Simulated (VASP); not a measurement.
# BaF2 (Fm-3m) in VASP: single point with r2SCAN

Aim: the single point of BaF2 with r2SCAN.

Everything below comes from runs of VASP 6.6.1. Logs are shortened: lines on timing, memory, paths and dates and some standing lists are left out, and cuts for length are marked.

**1. The cell of the first run**

The structure is cubic, space group Fm-3m (No. 225). The conventional cell has a = 6.003 Å, b = 6.003 Å, c = 6.003 Å, α = 90.00°, β = 90.00°, γ = 90.00°. Ba (site symmetry m-3m) has 8 F at 2.60 Å within 3.4 Å. Within 3.4 Å of F (site symmetry -43m) lie 4 Ba at 2.60 Å and 6 F at 3.00 Å.

**2. Single point, r2SCAN (18.03 Å³/atom)**

The input, POSCAR:

```
BaF2
1.0
    0.0000000000      3.0015042102      3.0015042102
    3.0015042102      0.0000000000      3.0015042102
    3.0015042102      3.0015042102      0.0000000000
Ba F
1 2
Direct
    0.0000000000      0.0000000000      0.0000000000
    0.2500000000      0.2500000000      0.2500000000
    0.7500000000      0.7500000000      0.7500000000
```

The input, INCAR.step1:

```
SYSTEM = BaF2
ALGO     = Normal         ! electronic algorithm
EDIFF    = 1E-5           ! SCF threshold, eV
ENCUT    = 1490           ! plane-wave cutoff, eV
GGA      = PE             ! functional
GGA_COMPAT= .False.      
ISMEAR   = 0              ! smearing method
LASPH    = .True.         ! aspherical terms in the spheres
LCHARG   = .False.        ! write CHGCAR
LREAL    = .False.        ! projectors in reciprocal space
LWAVE    = .True.         ! write WAVECAR
NBANDS   = 19             ! bands
NELM     = 120            ! most SCF steps
PREC     = Accurate       ! precision mode
SIGMA    = 0.02           ! smearing width, eV
```

The input, INCAR.step2:

```
SYSTEM = BaF2
ALGO     = Normal         ! electronic algorithm
EDIFF    = 1E-6           ! SCF threshold, eV
ENCUT    = 1490           ! plane-wave cutoff, eV
GGA_COMPAT= .False.      
ISIF     = 2              ! what is computed and relaxed
ISMEAR   = 0              ! smearing method
ISTART   = 1            
LASPH    = .True.         ! aspherical terms in the spheres
LCHARG   = .False.        ! write CHGCAR
LMIXTAU  = .True.       
LREAL    = .False.        ! projectors in reciprocal space
LWAVE    = .False.        ! write WAVECAR
METAGGA  = R2SCAN         ! meta-GGA
NBANDS   = 19             ! bands
NELM     = 120            ! most SCF steps
PREC     = Accurate       ! precision mode
SIGMA    = 0.02           ! smearing width, eV
```

The input, KPOINTS:

```
k-points
0
Gamma
  6 6 6
  0 0 0
```

Potentials or basis: VASP PAW PBE potentials, release 64 (Ba_sv, F_h).

Run with:

```
$ cat potpaw_PBE.64/Ba_sv/POTCAR potpaw_PBE.64/F_h/POTCAR > POTCAR
$ cp INCAR.step1 INCAR
$ mpirun -np 1 vasp_std > vasp.out
$ cp INCAR.step2 INCAR
$ mpirun -np 1 vasp_std > vasp.out
```

OUTCAR:

```text
SYSTEM = BaF2
   EDIFF = 1E-6
   ENCUT = 1490
   ISIF = 2
   ISMEAR = 0
   ISTART = 1
   LASPH = .True.
   LREAL = .False.
   METAGGA = R2SCAN
   NELM = 120
   PREC = Accurate

 ion  position               nearest neighbor table
   1  0.000  0.000  0.000-   3 2.60   2 2.60   3 2.60   2 2.60   3 2.60   3 2.60   2 2.60   2 2.60

   2  0.250  0.250  0.250-   1 2.60   1 2.60   1 2.60   1 2.60
   3  0.750  0.750  0.750-   1 2.60   1 2.60   1 2.60   1 2.60

  LATTYP: Found a face centered cubic cell.
 ALAT       =     6.0030084204

  Lattice vectors:

 A1 = (   0.0000000000,   3.0015042102,   3.0015042102)
 A2 = (   3.0015042102,   0.0000000000,   3.0015042102)
 A3 = (   3.0015042102,   3.0015042102,   0.0000000000)

Analysis of symmetry for initial positions (statically):
=====================================================================
 Subroutine PRICEL returns:
 Original cell was already a primitive cell.

 Routine SETGRP: Setting up the symmetry group for a
 face centered cubic supercell.

 Subroutine GETGRP returns: Found 48 space group operations
 (whereof 48 operations were pure point group operations)
 out of a pool of 48 trial point group operations.

The static configuration has the point symmetry O_h .

Analysis of symmetry for dynamics (positions and initial velocities):
=====================================================================
 Subroutine PRICEL returns:
 Original cell was already a primitive cell.

 Routine SETGRP: Setting up the symmetry group for a
 face centered cubic supercell.

 Subroutine GETGRP returns: Found 48 space group operations
 (whereof 48 operations were pure point group operations)
 out of a pool of 48 trial point group operations.

The dynamic configuration has the point symmetry O_h .

 Subroutine INISYM returns: Found 48 space group operations
 (whereof 48 operations are pure point group operations),
 and found     1 'primitive' translations

----------------------------------------------------------------------------------------

                                     Primitive cell

  volume of cell :      54.0813

  direct lattice vectors                    reciprocal lattice vectors
     0.000000000  3.001504210  3.001504210    -0.166583141  0.166583141  0.166583141
     3.001504210  0.000000000  3.001504210     0.166583141 -0.166583141  0.166583141
     3.001504210  3.001504210  0.000000000     0.166583141  0.166583141 -0.166583141

  length of vectors
[... 74 lines left out ...]
   NELM   =    120;   NELMIN=  2; NELMDL=  0     # of ELM steps
   EDIFF  = 0.1E-05   stopping-criterion for ELM
   LREAL  =      F    real-space projection
   EDIFFG = 0.1E-04   stopping-criterion for IOM
   NSW    =      0    number of steps for IOM
   IBRION =     -1    ionic relax: 0-MD 1-quasi-New 2-CG
   NFREE  =      0    steps in history (QN), initial steepest desc. (CG)
   ISIF   =      2    stress and relaxation
   ISYM   =      2    0-nonsym 1-usesym 2-fastsym
   POTIM  = 0.5000    time-step for ionic-motion
   TEBEG  =    0.0;   TEEND  =   0.0 temperature during run
   PSTRESS=    0.0 pullay stress
   NELECT =      24.0000    total number of electrons
   NUPDOWN=      -1.0000    fix difference up-down
   EMIN   =  10.00;   EMAX   =-10.00  energy-range for DOS
   EFERMI =   0.00;   METHOD = LEGACY
   ISMEAR =     0;   SIGMA  =   0.02  broadening in eV -4-tet -1-fermi 0-gaus
   EFERMI_NEDOS =   21; number of points for ismear=-14 and -15
   IALGO  =     38    algorithm
   IMIX   =      4    mixing-type and parameters
     AMIX     =   0.40;   BMIX     =  1.00
     AMIX_MAG =   1.60;   BMIX_MAG =  1.00
  volume/ion in A,a.u.               =      18.03       121.65
  Fermi-wavevector in a.u.,A,eV,Ry     =   1.248714  2.359727 21.215380  1.559286
  Thomas-Fermi vector in A             =   2.382788
   LORBIT       =      0    0 simple, 1 ext, 2 COOP (PROOUT), +10 PAW based schemes
   METAGGA = R2SCAN    functional components
   LHFCALC =     F    Hartree Fock is set to
   AEXX    =    0.0000 exact exchange contribution
   IVDW    =     0    specifies the selected vdW correction
   LEPSILON=     F    determine dielectric tensor
   LRPA    =     F    only Hartree local field effects (RPA)
 non-spin polarized calculation
 Gauss-broadening in eV      SIGMA  =   0.02
  energy-cutoff  :     1490.00
  volume of cell :       54.08
 maximum number of plane-waves:      7120
 NGX is ok and might be reduce to    54
   NGX = 27   NGY = 27   NGZ = 27

 number of electron      24.0000002 magnetization

 Free energy of the ion-electron system (eV)
  ---------------------------------------------------
  ext. energy  EPLUGINS =         0.00000000
  ---------------------------------------------------
  free energy    TOTEN  =       -44.92628202 eV

  energy without entropy =      -44.92628202  energy(sigma->0) =      -44.92628202

 E-fermi :  -1.6854     XC(G=0):  -9.7376

 val. band max:       -1.8691490337   @ k =  -0.3333   0.1667   0.0000
 cond. band min:       5.8961446043   @ k =   0.0000   0.0000   0.0000
 fundamental gap:      7.7652936380
 Fermi energy:        -1.6853978902

 k-point     1 :       0.0000    0.0000    0.0000
  band No.  band energies     occupation
      1     -25.3657      2.00000
      2     -22.1137      2.00000
      3     -21.7272      2.00000
      4      -9.4570      2.00000
      5      -9.4570      2.00000
      6      -9.4570      2.00000
[... 329 lines left out ...]
      6      -9.4110      2.00000
[... 11 lines left out ...]
     18      14.5213      0.00000
     19      14.6108      0.00000

------------------------ aborting loop because EDIFF is reached ----------------------------------------

  FORCE on cell =-STRESS in cart. coord.  units (eV):
  Direction    XX          YY          ZZ          XY          YZ          ZX
  --------------------------------------------------------------------------------------
  -------------------------------------------------------------------------------------
  Total        2.9602569      2.9602569      2.9602569      0.0000000     -0.0000000     -0.0000000
  in kB       87.6986935     87.6986935     87.6986935      0.0000000     -0.0000000     -0.0000000
  external PRESSURE =      87.6986935 kB  Pullay stress =       0.0000000 kB

 VOLUME and BASIS-vectors are now :
 -----------------------------------------------------------------------------
  energy-cutoff  :     1490.00
  volume of cell :       54.08
      direct lattice vectors                 reciprocal lattice vectors
     0.000000000  3.001504210  3.001504210    -0.166583141  0.166583141  0.166583141
     3.001504210  0.000000000  3.001504210     0.166583141 -0.166583141  0.166583141
     3.001504210  3.001504210  0.000000000     0.166583141  0.166583141 -0.166583141

 POSITION                                       TOTAL-FORCE (eV/Angst)
 -----------------------------------------------------------------------------------
      0.00000      0.00000      0.00000        -0.000000     -0.000000      0.000000
      1.50075      1.50075      1.50075        -0.000000      0.000000     -0.000000
      4.50226      4.50226      4.50226         0.000000      0.000000      0.000000
 -----------------------------------------------------------------------------------
    total drift:                                0.000000      0.000000      0.000000

  FREE ENERGIE OF THE ION-ELECTRON SYSTEM (eV)
  ---------------------------------------------------
  free  energy   TOTEN  =       -44.9262820231 eV

  energy  without entropy=      -44.9262820231  energy(sigma->0) =      -44.92628202
```

OUTCAR.step1:

```text
SYSTEM = BaF2
   EDIFF = 1E-5
   ENCUT = 1490
   GGA = PE
   ISMEAR = 0
   LASPH = .True.
   LREAL = .False.
   NELM = 120
[... 565 lines left out ...]
      0.00000      0.00000      0.00000        -0.000000     -0.000000     -0.000000
      1.50075      1.50075      1.50075         0.000000     -0.000000     -0.000000
      4.50226      4.50226      4.50226         0.000000      0.000000      0.000000
 -----------------------------------------------------------------------------------
    total drift:                                0.000000      0.000000      0.000000

  FREE ENERGIE OF THE ION-ELECTRON SYSTEM (eV)
  ---------------------------------------------------
  free  energy   TOTEN  =       -16.9127296264 eV

  energy  without entropy=      -16.9127296264  energy(sigma->0) =      -16.91272963
```

It took 4.3 min on 1 thread of Intel Xeon Platinum 8375C at 2.90GHz (Ice Lake), shared host; peak memory 0.48 GiB.

What came out:

| Property | Result |
| --- | --- |
| Free energy | -44.9263 eV |
| Pressure | 8.8 GPa |
| Band gap on the k mesh | 7.77 eV (least direct gap 7.88 eV) |

Levels at points of the mesh, in eV from the valence-band top:
```tsv
k point	band 10	band 11	band 12	band 13	band 14	band 15
(0.00, 0.00, 0.00)	-0.12	-0.12	-0.12	7.77	10.28	10.28
(0.50, 0.00, 0.00)	-0.33	-0.13	-0.13	10.26	10.26	10.49
(0.50, 0.50, 0.00)	-0.23	-0.21	-0.21	7.87	10.38	12.01
```

Caveat: the cell stands under pressure; the PAW data sets were made with another functional, which shifts forces and pressure a little; spin-orbit coupling is left out, which moves the levels of the heavy elements. A k mesh can miss the band edges.
